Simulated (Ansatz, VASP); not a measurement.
TaN: VASP beside Ansatz

```xyz
2
Lattice="2.9380 0.0000 0.0000 -1.4690 2.5444 0.0000 0.0000 0.0000 2.8830" Properties=species:S:1:pos:R:3 pbc="T T T"
Ta    0.0000    1.6963    1.4415
N     0.0000    0.0000    0.0000
```

Alike in both runs: task single point; functional LDA; k mesh 5 × 5 × 5; occupations gaussian, width 0.15 eV; no spin polarisation.

```csv
,VASP,Ansatz
version,VASP 6.6.1,Ansatz 0.2.0
potentials or method,"VASP PAW LDA potentials, release 64 (Ta_sv_GW, N_h), cutoff 1330 eV","plane waves, PAW"
valence electrons in the cell,18,18
```

```tsv
	VASP	Ansatz	Ansatz less VASP
pressure (GPa)	-10.3	-11.7	-1.32
traceless stress, the component that is largest in VASP (GPa)	-0.93	-1.52	-0.591
```

LDA's correlation is that of Perdew and Zunger in VASP and of Perdew and Wang (1992) in Ansatz. Ansatz's warnings: stress scf threshold loose.

The k mesh is coarse, so the values compare programs but aren't converged. Neither program's run includes spin-orbit coupling.
